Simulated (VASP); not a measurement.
Wanted: the native input for a VASP 6.6.1 run.

```
Task                   : single point
Functional             : LDA
Potentials or basis    : VASP PAW LDA potentials, release 64 (Ga_d, P)
Cutoff                 : 520 eV
k mesh                 : 8 × 8 × 8
Occupations            : fermi-dirac, width 0.05 eV
Spin                   : no spin polarisation
Dipole correction      : no
Further INCAR settings : ALGO = Normal; EDIFF = 1e-07; NBANDS = 26
```

The structure of GaP lies in POSCAR:

```
GaP
1.0
    1.9430151755      1.1218003346      6.4308101003
   -1.9430151755      1.1218003346      6.4308101003
    0.0000000000     -2.2436006692      6.4308101003
Ga P
2 2
Direct
    0.5646280000      0.5646280000      0.5646280000
    0.4353720000      0.4353720000      0.4353720000
    0.9426110000      0.9426110000      0.9426110000
    0.0573890000      0.0573890000      0.0573890000
```

These files were run (other wordings do the same):

INCAR

```
PREC = Accurate
ENCUT = 520
EDIFF = 1E-7
ISMEAR = -1
SIGMA = 0.05
LREAL = F
LASPH = T
NELM = 100
ALGO = Normal
ISIF = 2
LWAVE = F
LCHARG = F
NBANDS = 26
```

KPOINTS

```
Automatic mesh
0
Gamma
  8 8 8
```

Potentials or basis: VASP PAW LDA potentials, release 64 (Ga_d, P).

Command:

```bash
$ cat potpaw_LDA.64/Ga_d/POTCAR potpaw_LDA.64/P/POTCAR > POTCAR
$ mpirun -np 1 vasp_std > vasp.out
```

Results of the run:

```json
{
 "Pressure": "-4.7 GPa",
 "Largest force": "0.090 eV/Å",
 "Band gap on the k mesh": "0.72 eV (least direct gap 0.97 eV)"
}
```

Caveat: the cell stands under tension.

Wall time 5.8 min on 1 thread of Intel(R) Xeon(R) Platinum 8488C (Sapphire Rapids), on a shared host, peak memory 0.35 GiB.
